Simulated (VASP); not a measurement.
# Na (Fm-3m) in VASP: single point with PBE

Aim: the single point of Na with PBE.

Everything below comes from runs of VASP 6.6.1. Logs are shortened: lines on timing, memory, paths and dates and some standing lists are left out, and cuts for length are marked.

## 1. The cell of the first run

The structure is cubic, space group Fm-3m (No. 225). The conventional cell has a = 5.305 Å, b = 5.305 Å, c = 5.305 Å, α = 90.00°, β = 90.00°, γ = 90.00°. Within 4.9 Å of Na (site symmetry m-3m) lie 12 Na at 3.75 Å.

## 2. Single point, PBE

Contents of INCAR:

```
SYSTEM = Na
PREC = Accurate
ENCUT = 520
EDIFF = 1E-6
ISMEAR = -1
SIGMA = 0.13605693000000002
LREAL = .False.
LASPH = .True.
NELM = 80
ALGO = Normal
ISIF = 2
LWAVE = .False.
LCHARG = .False.
GGA = PE
NBANDS = 10
```

Contents of KPOINTS:

```
Automatic mesh
0
Gamma
  11 11 11
  0 0 0
```

Contents of POSCAR:

```
Na
1.0
    0.0000000000      2.6526732251      2.6526732251
    2.6526732251      0.0000000000      2.6526732251
    2.6526732251      2.6526732251      0.0000000000
Na
1
Direct
    0.0000000000      0.0000000000      0.0000000000
```

Potentials or basis: VASP PAW PBE potentials, release 64 (Na_pv).

Command:

```
> cat potpaw_PBE.64/Na_pv/POTCAR > POTCAR
> mpirun -np 1 vasp_std > vasp.out
```

OUTCAR:

```text
SYSTEM = Na
   PREC = Accurate
   ENCUT = 520
   EDIFF = 1E-6
   ISMEAR = -1
   LREAL = .False.
   LASPH = .True.
   NELM = 80
   ISIF = 2
   GGA = PE

 ion  position               nearest neighbor table
   1  0.000  0.000  0.000-

  LATTYP: Found a face centered cubic cell.
 ALAT       =     5.3053464502

  Lattice vectors:

 A1 = (   0.0000000000,   2.6526732251,   2.6526732251)
 A2 = (   2.6526732251,   0.0000000000,   2.6526732251)
 A3 = (   2.6526732251,   2.6526732251,   0.0000000000)

Analysis of symmetry for initial positions (statically):
=====================================================================
 Subroutine PRICEL returns:
 Original cell was already a primitive cell.

 Routine SETGRP: Setting up the symmetry group for a
 face centered cubic supercell.

 Subroutine GETGRP returns: Found 48 space group operations
 (whereof 48 operations were pure point group operations)
 out of a pool of 48 trial point group operations.

The static configuration has the point symmetry O_h .

Analysis of symmetry for dynamics (positions and initial velocities):
=====================================================================
 Subroutine PRICEL returns:
 Original cell was already a primitive cell.

 Routine SETGRP: Setting up the symmetry group for a
 face centered cubic supercell.

 Subroutine GETGRP returns: Found 48 space group operations
 (whereof 48 operations were pure point group operations)
 out of a pool of 48 trial point group operations.

The dynamic configuration has the point symmetry O_h .

 Subroutine INISYM returns: Found 48 space group operations
 (whereof 48 operations are pure point group operations),
 and found     1 'primitive' translations

----------------------------------------------------------------------------------------

                                     Primitive cell

  volume of cell :      37.3320

  direct lattice vectors                    reciprocal lattice vectors
     0.000000000  2.652673225  2.652673225    -0.188489104  0.188489104  0.188489104
     2.652673225  0.000000000  2.652673225     0.188489104 -0.188489104  0.188489104
     2.652673225  2.652673225  0.000000000     0.188489104  0.188489104 -0.188489104

  length of vectors
     3.751446451  3.751446451  3.751446451     0.326472705  0.326472705  0.326472705

  position of ions in fractional coordinates (direct lattice)
     0.000000000  0.000000000  0.000000000

  ion indices of the primitive-cell ions
   primitive index   ion index
                 1           1

----------------------------------------------------------------------------------------

 KPOINTS: Automatic mesh

Automatic generation of k-mesh.
 Grid dimensions read from file:
 generate k-points for:   11   11   11

 Generating k-lattice:

  Cartesian coordinates                     Fractional coordinates (reciprocal lattice)
    -0.017135373  0.017135373  0.017135373     0.090909091  0.000000000  0.000000000
     0.017135373 -0.017135373  0.017135373     0.000000000  0.090909091  0.000000000
     0.017135373  0.017135373 -0.017135373     0.000000000  0.000000000  0.090909091

  Length of vectors
     0.029679337  0.029679337  0.029679337

  Shift w.r.t. Gamma in fractional coordinates (k-lattice)
     0.000000000  0.000000000  0.000000000

 Subroutine IBZKPT returns following result:
 ===========================================

 Found     56 irreducible k-points:

 Following reciprocal coordinates:
            Coordinates               Weight
  0.000000  0.000000  0.000000      1.000000
  0.090909  0.000000  0.000000      8.000000
  0.181818  0.000000  0.000000      8.000000
  0.272727  0.000000  0.000000      8.000000
  0.363636  0.000000  0.000000      8.000000
  0.454545  0.000000  0.000000      8.000000
[... 16 lines left out ...]
 -0.272727  0.181818  0.000000     24.000000
 -0.181818  0.181818  0.000000     12.000000
 [... further k-points ...]
   k-points           NKPTS =     56   k-points in BZ     NKDIM =     56   number of bands    NBANDS=     10
   number of dos      NEDOS =    301   number of ions     NIONS =      1
   total plane-waves  NPLWV =  21952
   dimension x,y,z NGX =    28 NGY =   28 NGZ =   28
   dimension x,y,z NGXF=    56 NGYF=   56 NGZF=   56
   ions per type =               1
   NGX,Y,Z   is equivalent  to a cutoff of  12.41, 12.41, 12.41 a.u.
   NGXF,Y,Z  is equivalent  to a cutoff of  24.82, 24.82, 24.82 a.u.
 SYSTEM =  Na
   PREC   = accura    normal or accurate (medium, high low for compatibility)
   ISTART =      0    job   : 0-new  1-cont  2-samecut
   ICHARG =      2    charge: 1-file 2-atom 10-const
   ISPIN  =      1    spin polarized calculation?
   LNONCOLLINEAR =      F non collinear calculations
   LSORBIT =      F    spin-orbit coupling
   LASPH  =      T    aspherical Exc in radial PAW
   ENCUT  =  520.0 eV  38.22 Ry    6.18 a.u.   6.98  6.98  6.98*2*pi/ulx,y,z
   NELM   =     80;   NELMIN=  2; NELMDL= -5     # of ELM steps
   EDIFF  = 0.1E-05   stopping-criterion for ELM
   LREAL  =      F    real-space projection
[... 7 lines left out ...]
   TEBEG  =    0.0;   TEEND  =   0.0 temperature during run
   PSTRESS=    0.0 pullay stress
   NELECT =       7.0000    total number of electrons
   NUPDOWN=      -1.0000    fix difference up-down
   EMIN   =  10.00;   EMAX   =-10.00  energy-range for DOS
   EFERMI =   0.00;   METHOD = LEGACY
   ISMEAR =    -1;   SIGMA  =   0.14  broadening in eV -4-tet -1-fermi 0-gaus
   EFERMI_NEDOS =   21; number of points for ismear=-14 and -15
   IALGO  =     38    algorithm
   IMIX   =      4    mixing-type and parameters
     AMIX     =   0.40;   BMIX     =  1.00
     AMIX_MAG =   1.60;   BMIX_MAG =  1.00
  volume/ion in A,a.u.               =      37.33       251.93
  Fermi-wavevector in a.u.,A,eV,Ry     =   0.937016  1.770704 11.945906  0.877999
  Thomas-Fermi vector in A             =   2.064084
   LORBIT       =      0    0 simple, 1 ext, 2 COOP (PROOUT), +10 PAW based schemes
   GGA     = PE    functional components
   LHFCALC =     F    Hartree Fock is set to
   AEXX    =    0.0000 exact exchange contribution
   IVDW    =     0    specifies the selected vdW correction
   LEPSILON=     F    determine dielectric tensor
   LRPA    =     F    only Hartree local field effects (RPA)
 non-spin polarized calculation
  energy-cutoff  :      520.00
  volume of cell :       37.33
 maximum number of plane-waves:      1018
   NGX = 13   NGY = 13   NGZ = 13

 number of electron       6.9999993 magnetization

 Free energy of the ion-electron system (eV)
  ---------------------------------------------------
  ext. energy  EPLUGINS =         0.00000000
  ---------------------------------------------------
  free energy    TOTEN  =        -1.32523784 eV

  energy without entropy =       -1.29503910  energy(sigma->0) =       -1.31013847

 E-fermi :   0.3213     XC(G=0):  -6.4837

 val. band max:        0.2354234313   @ k =   0.4545   0.2727   0.0000
 cond. band min:       0.3550265736   @ k =   0.4545   0.0000   0.0000
 fundamental gap:      0.1196031423
 Fermi energy:         0.3213204781

 k-point     1 :       0.0000    0.0000    0.0000
  band No.  band energies     occupation
      1     -24.5943      2.00000
      2     -24.5943      2.00000
      3     -24.5943      2.00000
      4      -2.9558      2.00000
      5      11.3600      0.00000
      6      11.3600      0.00000
      7      11.3600      0.00000
      8      12.4532      0.00000
      9      12.9127      0.00000
     10      12.9128      0.00000

 k-point     2 :       0.0909    0.0000    0.0000
  band No.  band energies     occupation
      1     -24.5970      2.00000
      2     -24.5946      2.00000
      3     -24.5946      2.00000
      4      -2.8188      2.00000
      5       9.5689      0.00000
      6      11.0959      0.00000
      7      11.0959      0.00000
      8      12.4331      0.00000
      9      13.3909      0.00000
     10      13.3909      0.00000

 k-point     3 :       0.1818    0.0000    0.0000
  band No.  band energies     occupation
      1     -24.6043      2.00000
      2     -24.5957      2.00000
      3     -24.5957      2.00000
      4      -2.4102      2.00000
      5       7.3648      0.00000
      6      10.7081      0.00000
      7      10.7081      0.00000
      8      11.9764      0.00000
      9      13.7677      0.00000
     10      13.7677      0.00000

 k-point     4 :       0.2727    0.0000    0.0000
  band No.  band energies     occupation
      1     -24.6138      2.00000
      2     -24.5970      2.00000
      3     -24.5970      2.00000
      4      -1.7361      2.00000
      5       5.3089      0.00000
      6      10.4523      0.00000
      7      10.4524      0.00000
      8      11.6413      0.00000
      9      12.7737      0.00000
     10      12.7737      0.00000
[... 222 lines left out ...]
 k-point    22 :      -0.3636    0.1818    0.0000
  band No.  band energies     occupation
      1     -24.6233      2.00000
      2     -24.6063      2.00000
      3     -24.5998      2.00000
      4       0.4034      0.70727
      5       2.7783      0.00000
      6       6.5247      0.00000
      7       9.4360      0.00000
      8      10.3024      0.00000
      9      13.3701      0.00000
     10      14.4431      0.00000

 k-point    23 :      -0.2727    0.1818    0.0000
  band No.  band energies     occupation
      1     -24.6186      2.00000
      2     -24.6052      2.00000
      3     -24.5982      2.00000
      4      -0.6754      1.99868
      5       4.4348      0.00000
      6       6.4703      0.00000
      7      10.1582      0.00000
      8      11.0716      0.00000
      9      13.1391      0.00000
     10      14.2526      0.00000

 k-point    24 :      -0.1818    0.1818    0.0000
  band No.  band energies     occupation
      1     -24.6129      2.00000
      2     -24.6022      2.00000
      3     -24.5967      2.00000
      4      -1.5133      2.00000
      5       6.0142      0.00000
      6       6.9555      0.00000
      7      11.1054      0.00000
      8      12.0319      0.00000
      9      12.7526      0.00000
     10      13.9616      0.00000

 [... further k-points ...]
[... 5 lines left out ...]
  --------------------------------------------------------------------------------------
  -------------------------------------------------------------------------------------
  Total       -0.0133209     -0.0133209     -0.0133209      0.0000000     -0.0000000      0.0000000
  in kB       -0.5716926     -0.5716926     -0.5716926      0.0000000     -0.0000000      0.0000000
  external PRESSURE =      -0.5716926 kB  Pullay stress =       0.0000000 kB

 VOLUME and BASIS-vectors are now :
 -----------------------------------------------------------------------------
  energy-cutoff  :      520.00
  volume of cell :       37.33
      direct lattice vectors                 reciprocal lattice vectors
     0.000000000  2.652673225  2.652673225    -0.188489104  0.188489104  0.188489104
     2.652673225  0.000000000  2.652673225     0.188489104 -0.188489104  0.188489104
     2.652673225  2.652673225  0.000000000     0.188489104  0.188489104 -0.188489104

 POSITION                                       TOTAL-FORCE (eV/Angst)
 -----------------------------------------------------------------------------------
      0.00000      0.00000      0.00000         0.000000      0.000000     -0.000000
 -----------------------------------------------------------------------------------
    total drift:                               -0.000000     -0.000000     -0.000000

  FREE ENERGIE OF THE ION-ELECTRON SYSTEM (eV)
  ---------------------------------------------------
  free  energy   TOTEN  =        -1.3252378364 eV

  energy  without entropy=       -1.2950391010  energy(sigma->0) =       -1.31013847
```

It took 20 s on 1 thread of Intel Xeon 6975P-C, shared host; peak memory 0.15 GiB.

What came out:

- Free energy: -1.3252 eV
- Pressure: -0.1 GPa
